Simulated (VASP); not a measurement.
# ZrC (Fm-3m) in VASP: a series of runs

The runs below take ZrC through electric field gradients, with r2SCAN.

Program: VASP 6.6.1. These are calculated values, not measurements. Logs are shortened: lines on timing, memory, paths and dates and some standing lists are left out, and cuts for length are marked.

### 1 The cell of the first run

It takes space group Fm-3m (No. 225, cubic). The conventional cell has a = 3.875 Å, b = 3.875 Å, c = 3.875 Å, α = 90.00°, β = 90.00°, γ = 90.00°. Zr (site symmetry m-3m) has 6 C at 1.94 Å within 2.6 Å. C (site symmetry m-3m) has 6 Zr at 1.94 Å within 2.6 Å.

### 2 Electric field gradients, r2SCAN (volume scaled by 0.55)

Contents of POSCAR:

```
ZrC
1.0
    0.0000000000      1.9376948050      1.9376948050
    1.9376948050      0.0000000000      1.9376948050
    1.9376948050      1.9376948050      0.0000000000
Zr C
1 1
Direct
    0.5000000000      0.5000000000      0.5000000000
    0.0000000000      0.0000000000      0.0000000000
```

Contents of INCAR.step1:

```
SYSTEM = ZrC
PREC = Accurate ; ENCUT = 520
ISMEAR = -1 ; SIGMA = 0.05
LREAL = .FALSE. ; LASPH = .TRUE.
NELM = 100 ; NBANDS = 15
GGA = PE ; ALGO = Normal
EDIFF = 1E-4 ; LWAVE = .TRUE.
LCHARG = .FALSE.
```

Contents of INCAR.step2:

```
SYSTEM = ZrC
PREC = Accurate ; ENCUT = 520
EDIFF = 1E-8 ; ISMEAR = -1
SIGMA = 0.05 ; LREAL = .FALSE.
LASPH = .TRUE. ; NELM = 100
ALGO = Normal ; ISIF = 2
LWAVE = .FALSE. ; LCHARG = .FALSE.
METAGGA = R2SCAN ; LMIXTAU = .TRUE.
LEFG = .TRUE. ; NBANDS = 15
ISTART = 1
```

Contents of KPOINTS:

```
regular mesh
0
G
  13 13 13
  0 0 0
```

Potentials or basis: VASP PAW PBE potentials, release 64 (Zr_sv, C).

On the command line:

```sh
$ cat potpaw_PBE.64/Zr_sv/POTCAR potpaw_PBE.64/C/POTCAR > POTCAR
$ cp INCAR.step1 INCAR
$ mpirun -np 1 vasp_std > vasp.out
$ cp INCAR.step2 INCAR
$ mpirun -np 1 vasp_std > vasp.out
```

OUTCAR:

```text
SYSTEM = ZrC
   PREC = Accurate
   ENCUT = 520
   EDIFF = 1E-8
   ISMEAR = -1
   LREAL = .FALSE.
   LASPH = .TRUE.
   NELM = 100
   ISIF = 2
   METAGGA = R2SCAN
   ISTART = 1

 ion  position               nearest neighbor table
   1  0.500  0.500  0.500-   2 1.94   2 1.94   2 1.94   2 1.94   2 1.94   2 1.94
   2  0.000  0.000  0.000-   1 1.94   1 1.94   1 1.94   1 1.94   1 1.94   1 1.94

  LATTYP: Found a face centered cubic cell.
 ALAT       =     3.8753896100

  Lattice vectors:

 A1 = (   0.0000000000,   1.9376948050,   1.9376948050)
 A2 = (   1.9376948050,   0.0000000000,   1.9376948050)
 A3 = (   1.9376948050,   1.9376948050,   0.0000000000)

Analysis of symmetry for initial positions (statically):
=====================================================================
 Subroutine PRICEL returns:
 Original cell was already a primitive cell.

 Routine SETGRP: Setting up the symmetry group for a
 face centered cubic supercell.

 Subroutine GETGRP returns: Found 48 space group operations
 (whereof 48 operations were pure point group operations)
 out of a pool of 48 trial point group operations.

The static configuration has the point symmetry O_h .

Analysis of symmetry for dynamics (positions and initial velocities):
=====================================================================
 Subroutine PRICEL returns:
 Original cell was already a primitive cell.

 Routine SETGRP: Setting up the symmetry group for a
 face centered cubic supercell.

 Subroutine GETGRP returns: Found 48 space group operations
 (whereof 48 operations were pure point group operations)
 out of a pool of 48 trial point group operations.

The dynamic configuration has the point symmetry O_h .

 Subroutine INISYM returns: Found 48 space group operations
 (whereof 48 operations are pure point group operations),
 and found     1 'primitive' translations

----------------------------------------------------------------------------------------

                                     Primitive cell

  volume of cell :      14.5508

  direct lattice vectors                    reciprocal lattice vectors
     0.000000000  1.937694805  1.937694805    -0.258038572  0.258038572  0.258038572
     1.937694805  0.000000000  1.937694805     0.258038572 -0.258038572  0.258038572
     1.937694805  1.937694805  0.000000000     0.258038572  0.258038572 -0.258038572

  length of vectors
     2.740314273  2.740314273  2.740314273     0.446935917  0.446935917  0.446935917

  position of ions in fractional coordinates (direct lattice)
     0.500000000  0.500000000  0.500000000
     0.000000000  0.000000000  0.000000000

  ion indices of the primitive-cell ions
   primitive index   ion index
                 1           1
                 2           2

----------------------------------------------------------------------------------------

 KPOINTS: regular mesh

Automatic generation of k-mesh.
 Grid dimensions read from file:
 generate k-points for:   13   13   13

 Generating k-lattice:

  Cartesian coordinates                     Fractional coordinates (reciprocal lattice)
    -0.019849121  0.019849121  0.019849121     0.076923077  0.000000000  0.000000000
     0.019849121 -0.019849121  0.019849121     0.000000000  0.076923077  0.000000000
     0.019849121  0.019849121 -0.019849121     0.000000000  0.000000000  0.076923077

  Length of vectors
     0.034379686  0.034379686  0.034379686

  Shift w.r.t. Gamma in fractional coordinates (k-lattice)
     0.000000000  0.000000000  0.000000000

 Subroutine IBZKPT returns following result:
 ===========================================

 Found     84 irreducible k-points:

 Following reciprocal coordinates:
            Coordinates               Weight
  0.000000  0.000000  0.000000      1.000000
  0.076923  0.000000  0.000000      8.000000
  0.153846  0.000000  0.000000      8.000000
  0.230769  0.000000  0.000000      8.000000
  0.307692  0.000000  0.000000      8.000000
  0.384615  0.000000  0.000000      8.000000
[... 16 lines left out ...]
  0.384615  0.153846  0.000000     24.000000
  0.461538  0.153846  0.000000     24.000000
 [... further k-points ...]
   k-points           NKPTS =     84   k-points in BZ     NKDIM =     84   number of bands    NBANDS=     15
   number of dos      NEDOS =    301   number of ions     NIONS =      2
   total plane-waves  NPLWV =   8000
   dimension x,y,z NGX =    20 NGY =   20 NGZ =   20
   dimension x,y,z NGXF=    40 NGYF=   40 NGZF=   40
   ions per type =               1   1
   NGX,Y,Z   is equivalent  to a cutoff of  12.13, 12.13, 12.13 a.u.
   NGXF,Y,Z  is equivalent  to a cutoff of  24.27, 24.27, 24.27 a.u.
 SYSTEM =  ZrC
   PREC   = accura    normal or accurate (medium, high low for compatibility)
   ISTART =      1    job   : 0-new  1-cont  2-samecut
   ICHARG =      0    charge: 1-file 2-atom 10-const
   ISPIN  =      1    spin polarized calculation?
   LNONCOLLINEAR =      F non collinear calculations
   LSORBIT =      F    spin-orbit coupling
   LASPH  =      T    aspherical Exc in radial PAW
   ENCUT  =  520.0 eV  38.22 Ry    6.18 a.u.   5.10  5.10  5.10*2*pi/ulx,y,z
   NELM   =    100;   NELMIN=  2; NELMDL=  0     # of ELM steps
   EDIFF  = 0.1E-07   stopping-criterion for ELM
   LREAL  =      F    real-space projection
   EDIFFG = 0.1E-06   stopping-criterion for IOM
   NSW    =      0    number of steps for IOM
   IBRION =     -1    ionic relax: 0-MD 1-quasi-New 2-CG
   NFREE  =      0    steps in history (QN), initial steepest desc. (CG)
   ISIF   =      2    stress and relaxation
   ISYM   =      2    0-nonsym 1-usesym 2-fastsym
   POTIM  = 0.5000    time-step for ionic-motion
   TEBEG  =    0.0;   TEEND  =   0.0 temperature during run
   PSTRESS=    0.0 pullay stress
   NELECT =      16.0000    total number of electrons
   NUPDOWN=      -1.0000    fix difference up-down
   EMIN   =  10.00;   EMAX   =-10.00  energy-range for DOS
   EFERMI =   0.00;   METHOD = LEGACY
   ISMEAR =    -1;   SIGMA  =   0.05  broadening in eV -4-tet -1-fermi 0-gaus
   EFERMI_NEDOS =   21; number of points for ismear=-14 and -15
   IALGO  =     38    algorithm
   IMIX   =      4    mixing-type and parameters
     AMIX     =   0.40;   BMIX     =  1.00
     AMIX_MAG =   1.60;   BMIX_MAG =  1.00
  volume/ion in A,a.u.               =       7.28        49.10
  Fermi-wavevector in a.u.,A,eV,Ry     =   1.689738  3.193142 38.847566  2.855216
  Thomas-Fermi vector in A             =   2.771811
   LORBIT       =      0    0 simple, 1 ext, 2 COOP (PROOUT), +10 PAW based schemes
   METAGGA = R2SCAN    functional components
   LHFCALC =     F    Hartree Fock is set to
   AEXX    =    0.0000 exact exchange contribution
   IVDW    =     0    specifies the selected vdW correction
   LEPSILON=     F    determine dielectric tensor
   LRPA    =     F    only Hartree local field effects (RPA)
 non-spin polarized calculation
  energy-cutoff  :      520.00
  volume of cell :       14.55
 maximum number of plane-waves:       399
   NGX = 11   NGY = 11   NGZ = 11

 number of electron      16.0000000 magnetization

 Free energy of the ion-electron system (eV)
  ---------------------------------------------------
  ext. energy  EPLUGINS =         0.00000000
  ---------------------------------------------------
  free energy    TOTEN  =       -25.35699669 eV

  energy without entropy =      -25.35403785  energy(sigma->0) =      -25.35551727

 E-fermi :  18.5566     XC(G=0): -16.5075

 val. band max:       18.5389378158   @ k =  -0.3846   0.4615   0.0769
 cond. band min:      18.6046539566   @ k =   0.4615   0.3846   0.0000
 fundamental gap:      0.0657161408
 Fermi energy:        18.5565956682

 k-point     1 :       0.0000    0.0000    0.0000
  band No.  band energies     occupation
      1     -30.9346      2.00000
      2      -6.2568      2.00000
      3      -6.2568      2.00000
      4      -6.2568      2.00000
      5       5.2747      2.00000
      6      18.8594      0.00468
      7      18.8594      0.00468
      8      18.8594      0.00468
      9      18.9015      0.00202
     10      18.9015      0.00202
     11      18.9015      0.00202
     12      22.5692      0.00000
     13      22.5692      0.00000
     14      29.7305      0.00000
     15      34.2289      0.00000
[... 397 lines left out ...]
 k-point    24 :       0.4615    0.1538    0.0000
  band No.  band energies     occupation
      1     -29.7810      2.00000
      2     -10.8508      2.00000
      3      -7.3089      2.00000
      4      -6.9781      2.00000
      5       8.3714      2.00000
      6      11.8890      2.00000
      7      13.5325      2.00000
      8      15.1313      2.00000
      9      21.3542      0.00000
     10      26.8749      0.00000
     11      27.8751      0.00000
     12      31.2698      0.00000
     13      33.2908      0.00000
     14      37.6394      0.00000
     15      38.0317      0.00000

 [... further k-points ...]
[... 5 lines left out ...]
  --------------------------------------------------------------------------------------
  -------------------------------------------------------------------------------------
  Total       37.1020957     37.1020957     37.1020957     -0.0000000      0.0000000      0.0000000
  in kB     4085.2901171   4085.2901171   4085.2901171     -0.0000000      0.0000000      0.0000000
  external PRESSURE =    4085.2901171 kB  Pullay stress =       0.0000000 kB

 VOLUME and BASIS-vectors are now :
 -----------------------------------------------------------------------------
  energy-cutoff  :      520.00
  volume of cell :       14.55
      direct lattice vectors                 reciprocal lattice vectors
     0.000000000  1.937694805  1.937694805    -0.258038572  0.258038572  0.258038572
     1.937694805  0.000000000  1.937694805     0.258038572 -0.258038572  0.258038572
     1.937694805  1.937694805  0.000000000     0.258038572  0.258038572 -0.258038572

 POSITION                                       TOTAL-FORCE (eV/Angst)
 -----------------------------------------------------------------------------------
      1.93769      1.93769      1.93769         0.000000      0.000000      0.000000
      0.00000      0.00000      0.00000        -0.000000     -0.000000      0.000000
 -----------------------------------------------------------------------------------
    total drift:                                0.000000      0.000000      0.000000

  FREE ENERGIE OF THE ION-ELECTRON SYSTEM (eV)
  ---------------------------------------------------
  free  energy   TOTEN  =       -25.3569966922 eV

  energy  without entropy=      -25.3540378497  energy(sigma->0) =      -25.35551727

 Electric field gradients (V/A^2)
---------------------------------------------------------------------
 ion       V_xx      V_yy      V_zz      V_xy      V_xz      V_yz
---------------------------------------------------------------------
   1       0.000     0.000    -0.000     0.000     0.000     0.000
   2      -0.000    -0.000    -0.000     0.000     0.000     0.000
---------------------------------------------------------------------

 Electric field gradients after diagonalization (V/A^2)
 (convention: |V_zz| > |V_xx| > |V_yy|)
----------------------------------------------------------------------
 ion       V_xx      V_yy      V_zz     asymmetry (V_yy - V_xx)/ V_zz
----------------------------------------------------------------------
   1      -0.000    -0.000     0.000       0.000
   2      -0.000    -0.000     0.001       0.000
----------------------------------------------------------------------

           NMR quadrupolar parameters

 Cq : quadrupolar parameter    Cq=e*Q*V_zz/h
 eta: asymmetry parameters     (V_yy - V_xx)/ V_zz
 Q  : nuclear electric quadrupole moment in mb (millibarn)
----------------------------------------------------------------------
 ion       Cq(MHz)       eta       Q (mb)
----------------------------------------------------------------------
   1       0.000       0.000       1.000
   2       0.000       0.000       1.000
----------------------------------------------------------------------
```

Wall time 57 s (1 thread of Intel Xeon Platinum 8375C at 2.90GHz (Ice Lake), shared host); peak memory 0.15 GiB.

Results:

- Free energy: -25.3570 eV
- Pressure: 408.5 GPa
- Band gap on the k mesh: zero (band 8 reaches 19.53 eV, above the bottom of band 9 at 17.49 eV)

Levels at points of the mesh, in eV from the Fermi level:
| k point | band 5 | band 6 | band 7 | band 8 | band 9 | band 10 | band 11 | band 12 |
| --- | --- | --- | --- | --- | --- | --- | --- | --- |
| (0.00, 0.00, 0.00) | -13.28 | 0.30 | 0.30 | 0.30 | 0.34 | 0.34 | 0.34 | 4.01 |

Caveat: without QUAD_EFG the Cq values of the log hold for a quadrupole moment of 1 mb, not for the nuclei; the PAW data sets were made with another functional, which shifts forces and pressure a little.

### 3 Electric field gradients, r2SCAN (volume scaled by 0.7)

Contents of POSCAR:

```
ZrC
1.0
    0.0000000000      2.0998929641      2.0998929641
    2.0998929641      0.0000000000      2.0998929641
    2.0998929641      2.0998929641      0.0000000000
Zr C
1 1
Direct
    0.5000000000      0.5000000000      0.5000000000
    0.0000000000      0.0000000000      0.0000000000
```

Contents of INCAR.step1:

```
PREC = Accurate
ENCUT = 520
ISMEAR = -1
SIGMA = 0.05
LREAL = F
LASPH = T
NELM = 100
NBANDS = 15
GGA = PE
ALGO = Normal
EDIFF = 1E-4
LWAVE = T
LCHARG = F
```

Contents of INCAR.step2:

```
PREC = Accurate
ENCUT = 520
EDIFF = 1E-8
ISMEAR = -1
SIGMA = 0.05
LREAL = F
LASPH = T
NELM = 100
ALGO = Normal
ISIF = 2
LWAVE = F
LCHARG = F
METAGGA = R2SCAN
LMIXTAU = T
LEFG = T
NBANDS = 15
ISTART = 1
```

Contents of KPOINTS:

```
regular mesh
0
Gamma
  13 13 13
```

Potentials or basis: VASP PAW PBE potentials, release 64 (Zr_sv, C).

On the command line:

```sh
$ cat potpaw_PBE.64/Zr_sv/POTCAR potpaw_PBE.64/C/POTCAR > POTCAR
$ cp INCAR.step1 INCAR
$ mpirun -np 1 vasp_std > vasp.out
$ cp INCAR.step2 INCAR
$ mpirun -np 1 vasp_std > vasp.out
```

OUTCAR:

```text
PREC = Accurate
   ENCUT = 520
   EDIFF = 1E-8
   ISMEAR = -1
   LREAL = F
   LASPH = T
   NELM = 100
   ISIF = 2
   METAGGA = R2SCAN
   ISTART = 1

 ion  position               nearest neighbor table
   1  0.500  0.500  0.500-   2 2.10   2 2.10   2 2.10   2 2.10   2 2.10   2 2.10
   2  0.000  0.000  0.000-   1 2.10   1 2.10   1 2.10   1 2.10   1 2.10   1 2.10

  LATTYP: Found a face centered cubic cell.
 ALAT       =     4.1997859282

  Lattice vectors:

 A1 = (   0.0000000000,   2.0998929641,   2.0998929641)
 A2 = (   2.0998929641,   0.0000000000,   2.0998929641)
 A3 = (   2.0998929641,   2.0998929641,   0.0000000000)

Analysis of symmetry for initial positions (statically):
=====================================================================
 Subroutine PRICEL returns:
 Original cell was already a primitive cell.

 Routine SETGRP: Setting up the symmetry group for a
 face centered cubic supercell.

[... 621 lines left out ...]
      direct lattice vectors                 reciprocal lattice vectors
     0.000000000  2.099892964  2.099892964    -0.238107374  0.238107374  0.238107374
     2.099892964  0.000000000  2.099892964     0.238107374 -0.238107374  0.238107374
     2.099892964  2.099892964  0.000000000     0.238107374  0.238107374 -0.238107374

 POSITION                                       TOTAL-FORCE (eV/Angst)
 -----------------------------------------------------------------------------------
      2.09989      2.09989      2.09989        -0.000000      0.000000      0.000000
      0.00000      0.00000      0.00000         0.000000     -0.000000     -0.000000
 -----------------------------------------------------------------------------------
    total drift:                                0.000000     -0.000000      0.000000

  FREE ENERGIE OF THE ION-ELECTRON SYSTEM (eV)
  ---------------------------------------------------
  free  energy   TOTEN  =       -31.9115150844 eV

  energy  without entropy=      -31.9092648387  energy(sigma->0) =      -31.91038996

 Electric field gradients (V/A^2)
---------------------------------------------------------------------
 ion       V_xx      V_yy      V_zz      V_xy      V_xz      V_yz
---------------------------------------------------------------------
   1      -0.000     0.000     0.000    -0.000    -0.000    -0.000
   2       0.000    -0.000     0.000    -0.000    -0.000    -0.000
---------------------------------------------------------------------

 Electric field gradients after diagonalization (V/A^2)
 (convention: |V_zz| > |V_xx| > |V_yy|)
----------------------------------------------------------------------
 ion       V_xx      V_yy      V_zz     asymmetry (V_yy - V_xx)/ V_zz
----------------------------------------------------------------------
   1       0.000     0.000    -0.000       0.000
   2       0.000     0.000    -0.000       0.000
----------------------------------------------------------------------

           NMR quadrupolar parameters

 Cq : quadrupolar parameter    Cq=e*Q*V_zz/h
 eta: asymmetry parameters     (V_yy - V_xx)/ V_zz
 Q  : nuclear electric quadrupole moment in mb (millibarn)
----------------------------------------------------------------------
 ion       Cq(MHz)       eta       Q (mb)
----------------------------------------------------------------------
   1      -0.000       0.000       1.000
   2      -0.000       0.000       1.000
----------------------------------------------------------------------
```

OUTCAR.step1:

```text
PREC = Accurate
   ENCUT = 520
   ISMEAR = -1
   LREAL = F
   LASPH = T
   NELM = 100
[... 651 lines left out ...]
 -----------------------------------------------------------------------------------
      2.09989      2.09989      2.09989        -0.000000      0.000000     -0.000000
      0.00000      0.00000      0.00000         0.000000     -0.000000      0.000000
 -----------------------------------------------------------------------------------
    total drift:                                0.000000     -0.000000      0.000000

  FREE ENERGIE OF THE ION-ELECTRON SYSTEM (eV)
  ---------------------------------------------------
  free  energy   TOTEN  =       -16.7583709968 eV

  energy  without entropy=      -16.7558622457  energy(sigma->0) =      -16.75711662
```

OSZICAR.step1:

```text
N       E                     dE             d eps       ncg     rms          rms(c)
DAV:   1     0.109221946406E+03    0.10922E+03   -0.89057E+03  2520   0.113E+03
DAV:   2    -0.143591341861E+02   -0.12358E+03   -0.11490E+03  3157   0.304E+02
DAV:   3    -0.195467220066E+02   -0.51876E+01   -0.51571E+01  3561   0.563E+01
DAV:   4    -0.198181948645E+02   -0.27147E+00   -0.27137E+00  3351   0.812E+00
DAV:   5    -0.198199981770E+02   -0.18033E-02   -0.18033E-02  3209   0.752E-01    0.422E+01
DAV:   6    -0.167067732201E+02    0.31132E+01   -0.49971E+00  3051   0.231E+01    0.176E+01
DAV:   7    -0.167454743194E+02   -0.38701E-01   -0.34772E-01  3003   0.458E+00    0.121E+01
DAV:   8    -0.167631614773E+02   -0.17687E-01   -0.79438E-02  3736   0.237E+00    0.462E+00
DAV:   9    -0.167590683948E+02    0.40931E-02   -0.55070E-03  2954   0.620E-01    0.136E+00
DAV:  10    -0.167584119227E+02    0.65647E-03   -0.25698E-03  3206   0.412E-01    0.298E-01
DAV:  11    -0.167583709968E+02    0.40926E-04   -0.18734E-04  2499   0.149E-01
   1 F= -.16758371E+02 E0= -.16757117E+02  d E =-.250875E-02
```

Wall time 64 s (1 thread of Intel Xeon Platinum 8375C at 2.90GHz (Ice Lake), shared host); peak memory 0.16 GiB.

What came out:

```
Free energy            : -31.9115 eV
Pressure               : 155.8 GPa
Band gap on the k mesh : zero (band 8 reaches 15.03 eV, above the bottom of band 9 at 13.65 eV)
```

Caveat: without QUAD_EFG the Cq values of the log hold for a quadrupole moment of 1 mb, not for the nuclei; the PAW data sets were made with another functional, which shifts forces and pressure a little.
